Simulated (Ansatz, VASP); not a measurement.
**HfO2 in VASP and in Ansatz**

Contents of INCAR:

```
SYSTEM = HfO2
  PREC = Accurate
  ENCUT = 520
  EDIFF = 1E-7
  ISMEAR = 0
  SIGMA = 0.05
  LREAL = .FALSE.
  LASPH = .TRUE.
  NELM = 80
  ALGO = Normal
  ISIF = 2
  LWAVE = .FALSE.
  LCHARG = .FALSE.
  GGA = PS
  NBANDS = 31
```

KPOINTS

```
Automatic mesh
0
G
  6 6 8
  0 0 0
```

The input POSCAR:

```
HfO2
1.0
    4.8307835077      0.0000000000      0.0000000000
    0.0000000000      4.8307835077      0.0000000000
    0.0000000000      0.0000000000      3.2101828971
Hf O
2 4
Direct
    0.0000000000      0.0000000000     -0.0464771026
    0.5000000000      0.5000000000      0.5464771026
    0.1572912555      0.7673255293      0.4824506977
    0.3427087445      0.2673255293      0.0175493023
    0.6572912555      0.7326744707      0.0175493023
    0.8427087445      0.2326744707      0.4824506977
```

Input for Ansatz:

```yaml
crystal:
  lattice:
    - [4.8307835077, 0.0, 0.0]
    - [0.0, 4.8307835077, 0.0]
    - [0.0, 0.0, 3.2101828971]
  atoms:
    - { symbol: Hf, position: [0.0, 0.0, -0.0464771026] }
    - { symbol: Hf, position: [0.5, 0.5, 0.5464771026] }
    - { symbol: O, position: [0.1572912555, 0.7673255293, 0.4824506977] }
    - { symbol: O, position: [0.3427087445, 0.2673255293, 0.0175493023] }
    - { symbol: O, position: [0.6572912555, 0.7326744707, 0.0175493023] }
    - { symbol: O, position: [0.8427087445, 0.2326744707, 0.4824506977] }
basis:
  ecutwfc: 520.0
kpoints:
  mp_grid: { grid: [6, 6, 8] }
hamiltonian:
  xc: pbesol
  pseudopotentials: { kind: paw, azcp: { folder: soft_1 } }
scf:
  occupations: { method: gaussian, width: 0.05 }
output:
  forces: true
  stress: true
  eigenvalues: true
```

Change from the starting cell: mode 4 frozen in at -0.149 Å and mode 5 at -0.258 Å (largest displacements).

Alike in both runs: task single point; functional PBEsol; k mesh 6 × 6 × 8; occupations gaussian, width 0.05 eV; no spin polarisation.

|  | VASP | Ansatz |
| --- | --- | --- |
| version | VASP 6.6.1 | Ansatz 0.2.0 |
| potentials or method | VASP PAW PBE potentials, release 64 (Hf_pv, O), cutoff 520 eV | scalar-relativistic, plane waves, PAW |
| valence electrons in the cell | 44 | 76 |

Ansatz gave:

- gap on the k mesh at the Fermi level (eV): 4.08
- least direct gap on the mesh (eV): 4.10
- pressure (GPa): -3.6
- traceless stress, the component that is largest in VASP (GPa): -1.48
- rms of the force components (eV/Å): 0.322

Q: What did VASP give for the same quantities?

A: gap on the k mesh at the Fermi level (eV): 4.04; least direct gap on the mesh (eV): 4.05; pressure (GPa): -6.3; traceless stress, the component that is largest in VASP (GPa): -1.36; rms of the force components (eV/Å): 0.343.

VASP's potentials were made for PBE, not for PBEsol, and Ansatz warns of the same on its side. Atom by atom the forces differ by 0.035 eV/Å (rms over components). VASP's potentials hold 44 valence electrons a cell and Ansatz's 76, so a difference there can come from the potentials and not from the codes.

Spin-orbit coupling is off throughout.
